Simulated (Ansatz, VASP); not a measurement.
## NaH: VASP beside Ansatz

The input INCAR:

```
SYSTEM = NaH
ALGO = Normal
EDIFF = 1E-6
ENCUT = 520
GGA = PE
ISIF = 2
ISMEAR = 0
LASPH = .True.
LCHARG = .False.
LREAL = .False.
LWAVE = .False.
NBANDS = 11
NELM = 60
PREC = Accurate
SIGMA = 0.01
```

KPOINTS

```
k-points
0
Gamma
  8 8 8
  0 0 0
```

File POSCAR:

```
NaH
1.0
    0.0000000000      2.4826286846      2.4826286846
    2.4826286846      0.0000000000      2.4826286846
    2.4826286846      2.4826286846      0.0000000000
Na H
1 1
Direct
    0.0000000000      0.0000000000      0.0000000000
    0.5000000000      0.5000000000      0.5000000000
```

Input for Ansatz:

```yaml
crystal:
  lattice:
    - [0.0, 2.4826286845787005, 2.4826286845787005]
    - [2.4826286845787005, 0.0, 2.4826286845787005]
    - [2.4826286845787005, 2.4826286845787005, 0.0]
  atoms:
    - { symbol: Na, position: [0.0, 0.0, 0.0] }
    - { symbol: H, position: [0.5, 0.5, 0.5] }
basis:
  ecutwfc: 557.833418042754
kpoints:
  mp_grid:
    grid: [8, 8, 8]
hamiltonian:
  xc: pbe
scf:
  occupations:
    method: fixed
output:
  stress: true
```

Alike in both runs: task single point; functional PBE; k mesh 8 × 8 × 8; no spin polarisation.

|  | VASP | Ansatz |
| --- | --- | --- |
| version | VASP 6.6.1 | Ansatz 0.2.0 |
| potentials or method | VASP PAW PBE potentials, release 64 (Na_pv, H), cutoff 520 eV | plane waves, PAW |
| occupations | gaussian, width 0.01 eV | fixed |
| valence electrons in the cell | 8 | 10 |

Ansatz gave:

```
pressure (GPa) : -1.6
```

Question: Which values does VASP return?

Answer: Pressure (GPa): -1.7.

VASP's potentials hold 8 valence electrons a cell and Ansatz's 10, so a difference there can come from the potentials and not from the codes.
